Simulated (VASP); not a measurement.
Write the native input for VASP 6.6.1 that does the following.

```yaml
Task: relaxation of cell and atoms
Functional: PBE
Potentials_or_basis: VASP PAW PBE potentials, release 64 (Pb_d, S)
Cutoff: 600 eV
k_mesh: 12 × 12 × 12
Occupations: gaussian, width 0.02 eV
Spin: no spin polarisation
Dipole_correction: no
Further_INCAR_settings: ALGO = Normal; EDIFF = 1e-07; IBRION = 2; EDIFFG = -0.01; NSW = 100; ISIF = 3
```

The structure of PbS lies in POSCAR:

```
PbS
1.0
   -2.1240616417      2.1240616417      3.0043599809
    2.1240616417     -2.1240616417      3.0043599809
    2.1240616417      2.1240616417     -3.0043599809
Pb S
1 1
Direct
    0.5000000000      0.5000000000      0.0000000000
    0.0000000000      0.0000000000      0.0000000000
```

The cell was generated, and may not be a known phase.

These files were run (other wordings do the same):

INCAR

```
PREC = Accurate
ENCUT = 600
EDIFF = 1E-7
ISMEAR = 0
SIGMA = 0.02
LREAL = F
LASPH = T
NELM = 60
ALGO = Normal
ISIF = 3
LWAVE = F
LCHARG = F
GGA = PE
IBRION = 2
NSW = 100
EDIFFG = -0.01
```

KPOINTS

```
regular mesh
0
Gamma
  12 12 12
```

Potentials or basis: VASP PAW PBE potentials, release 64 (Pb_d, S).

Launch:

```sh
$ cat potpaw_PBE.64/Pb_d/POTCAR potpaw_PBE.64/S/POTCAR > POTCAR
$ mpirun -np 1 vasp_std > vasp.out
```

Results of the run:

```json
{
 "Pressure after relaxing": "0.0 GPa",
 "Band gap on the k mesh": "0.50 eV"
}
```

Caveat: the relaxation stopped at its first step, so nothing moved; spin-orbit coupling is left out, which moves the levels of the heavy elements.

Wall time 4.3 min on 1 thread of Oxide Virtual Turin-like Processor (shared host), peak memory 0.28 GiB.
